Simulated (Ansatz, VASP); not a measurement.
**BN: VASP beside Ansatz**

INCAR

```
SYSTEM = BN
ALGO     = Normal         ! electronic algorithm
EDIFF    = 1E-7           ! SCF threshold, eV
ENCUT    = 520            ! plane-wave cutoff, eV
GGA      = PE             ! functional
ISIF     = 2              ! what is computed and relaxed
ISMEAR   = 0              ! smearing method
LASPH    = .True.         ! aspherical terms in the spheres
LCHARG   = .False.        ! write CHGCAR
LREAL    = .False.        ! projectors in reciprocal space
LWAVE    = .False.        ! write WAVECAR
NBANDS   = 16             ! bands
NELM     = 60             ! most SCF steps
PREC     = Accurate       ! precision mode
SIGMA    = 0.02           ! smearing width, eV
```

KPOINTS

```
k-points
0
Gamma
  12 12 4
  0 0 0
```

File POSCAR:

```
BN
1.0
    2.3984985338      0.0000000000      0.0000000000
   -1.1992492669      2.0771606612      0.0000000000
    0.0000000000      0.0000000000      6.7802356440
B N
2 2
Direct
    0.3333333333      0.6666666667      0.2500000000
    0.6666666667      0.3333333333      0.7500000000
    0.3333333333      0.6666666667      0.7500000000
    0.6666666667      0.3333333333      0.2500000000
```

Input for Ansatz:

```yaml
crystal:
  lattice:
    - [2.3984985338, 0.0, 0.0]
    - [-1.1992492669, 2.0771606612, 0.0]
    - [0.0, 0.0, 6.780235644]
  atoms:
    - { symbol: B, position: [0.3333333333, 0.6666666667, 0.25] }
    - { symbol: B, position: [0.6666666667, 0.3333333333, 0.75] }
    - { symbol: "N", position: [0.3333333333, 0.6666666667, 0.75] }
    - { symbol: "N", position: [0.6666666667, 0.3333333333, 0.25] }
basis:
  ecutwfc: 420
kpoints:
  mp_grid: { grid: [12, 12, 4] }
hamiltonian:
  xc: pbe
scf:
  occupations: { method: gaussian, width: 0.02 }
output:
  forces: true
  stress: true
  eigenvalues: true
```

Alike in both runs: task single point; functional PBE; k mesh 12 × 12 × 4; occupations gaussian, width 0.02 eV; no spin polarisation.

|  | VASP | Ansatz |
| --- | --- | --- |
| version | VASP 6.6.1 | Ansatz 0.2.0 |
| potentials or method | VASP PAW PBE potentials, release 64 (B, N), cutoff 520 eV | scalar-relativistic, plane waves, PAW |
| valence electrons in the cell | 16 | 16 |

Ansatz gave:

| Quantity | Value |
| --- | --- |
| gap on the k mesh at the Fermi level (eV) | 4.52 |
| least direct gap on the mesh (eV) | 4.98 |
| pressure (GPa) | 40.1 |
| traceless stress, the component that is largest in VASP (GPa) | -37.62 |

Problem. Estimate VASP's values.

Solution. gap on the k mesh at the Fermi level (eV): 4.51; least direct gap on the mesh (eV): 4.98; pressure (GPa): 40.2; traceless stress, the component that is largest in VASP (GPa): -37.87.

Both programs put the cell under a high pressure, so it lies far from rest at this level.
